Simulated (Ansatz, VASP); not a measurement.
One calculation of KF, two programs

File INCAR:

```
SYSTEM = KF
PREC = Accurate ; ENCUT = 520
EDIFF = 1E-7 ; ISMEAR = 0
SIGMA = 0.05 ; LREAL = .FALSE.
LASPH = .TRUE. ; NELM = 100
ALGO = Normal ; ISIF = 2
LWAVE = .FALSE. ; LCHARG = .TRUE.
GGA = PE ; LELF = .TRUE.
LVHAR = .TRUE. ; NBANDS = 15
```

KPOINTS

```
regular mesh
0
G
  8 8 8
  0 0 0
```

Contents of POSCAR:

```
KF
1.0
   -0.8452759333      2.3245088166      2.3245088166
    2.3245088166     -0.8452759333      2.3245088166
    2.3245088166      2.3245088166     -0.8452759333
K F
1 1
Direct
    0.0000000000      0.0000000000      0.0000000000
    0.5000000000      0.5000000000      0.5000000000
```

Input for Ansatz:

```yaml
crystal:
  lattice:
    - [-0.8452759333, 2.3245088166, 2.3245088166]
    - [2.3245088166, -0.8452759333, 2.3245088166]
    - [2.3245088166, 2.3245088166, -0.8452759333]
  atoms:
    - { symbol: K, position: [0.0, 0.0, 0.0] }
    - { symbol: F, position: [0.5, 0.5, 0.5] }
basis:
  ecutwfc: 420
kpoints:
  mp_grid: { grid: [8, 8, 8] }
hamiltonian:
  xc: pbe
scf:
  occupations: { method: gaussian, width: 0.05 }
output:
  forces: true
  stress: true
  eigenvalues: true
```

Alike in both runs: task single point; functional PBE; k mesh 8 × 8 × 8; occupations gaussian, width 0.05 eV; no spin polarisation.

```csv
,VASP,Ansatz
version,VASP 6.6.1,Ansatz 0.2.0
potentials or method,"VASP PAW PBE potentials, release 64 (K_sv, F), cutoff 520 eV","scalar-relativistic, plane waves, PAW"
valence electrons in the cell,16,16
```

Ansatz gave:

- gap on the k mesh at the Fermi level (eV): 5.67
- least direct gap on the mesh (eV): 5.67
- pressure (GPa): -1.8
- traceless stress, the component that is largest in VASP (GPa): 0.59

**Question.** Which values does VASP return?

**Answer.** gap on the k mesh at the Fermi level (eV): 5.66; least direct gap on the mesh (eV): 5.66; pressure (GPa): -1.8; traceless stress, the component that is largest in VASP (GPa): 0.57.
